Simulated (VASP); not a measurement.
A run of VASP 6.6.1:

File INCAR:

```
PREC     = Accurate       # precision mode
ENCUT    = 520            # plane-wave cutoff, eV
EDIFF    = 1E-6           # SCF threshold, eV
ISMEAR   = 0              # smearing method
SIGMA    = 0.1            # smearing width, eV
LREAL    = F              # projectors in reciprocal space
LASPH    = T              # aspherical terms in the spheres
NELM     = 80             # most SCF steps
ALGO     = Normal         # electronic algorithm
ISIF     = 2              # what is computed and relaxed
LWAVE    = F              # write WAVECAR
LCHARG   = T              # write CHGCAR
GGA      = PE             # functional
LELF     = T              # ELF
LVHAR    = T            
NBANDS   = 20             # bands
```

File KPOINTS:

```
regular mesh
0
Gamma
  6 6 6
```

File POSCAR:

```
NaSe3
1.0
   -2.0475414812      2.0475414812      5.1685150357
    2.0475414812     -2.0475414812      5.1685150357
    2.0475414812      2.0475414812     -5.1685150357
Na Se
1 3
Direct
    0.0000000000      0.0000000000      0.0000000000
    0.5000000000      0.5000000000      0.0000000000
    0.2500000000      0.7500000000      0.5000000000
    0.7500000000      0.2500000000      0.5000000000
```

Potentials or basis: VASP PAW PBE potentials, release 64 (Na_pv, Se).

Launch:

```bash
$ cat potpaw_PBE.64/Na_pv/POTCAR potpaw_PBE.64/Se/POTCAR > POTCAR
$ mpirun -np 1 vasp_std > vasp.out
```

Hardware: 1 thread of Intel(R) Xeon(R) Platinum 8488C (Sapphire Rapids), with other jobs on the host.

Task: How long does it take, and how much memory?

Result: Run time: 53 s on 1 thread of Intel(R) Xeon(R) Platinum 8488C (Sapphire Rapids), on a shared host, peak memory 0.32 GiB. Counts: scf iterations 13, k points 30.
